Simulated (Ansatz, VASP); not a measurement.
## Mo: VASP beside Ansatz

```
Mo
1.0
    -1.59412    1.59412    1.59412
     1.59412   -1.59412    1.59412
     1.59412    1.59412   -1.59412
Mo
1
Cartesian
  0.0000 0.0000 0.0000
```

Alike in both runs: task single point; functional PBE; k mesh 13 × 13 × 13; no spin polarisation.

```csv
,VASP,Ansatz
version,VASP 6.6.1,Ansatz 0.2.0
potentials or method,"VASP PAW PBE potentials, release 64 (Mo_sv), cutoff 520 eV","plane waves, PAW"
occupations,"methfessel-paxton of order 1, width 0.1 eV","cold, width 0.1 eV"
valence electrons in the cell,14,14
```

|  | VASP | Ansatz | Ansatz less VASP |
| --- | --- | --- | --- |
| pressure (GPa) | -6.1 | -6.5 | -0.45 |
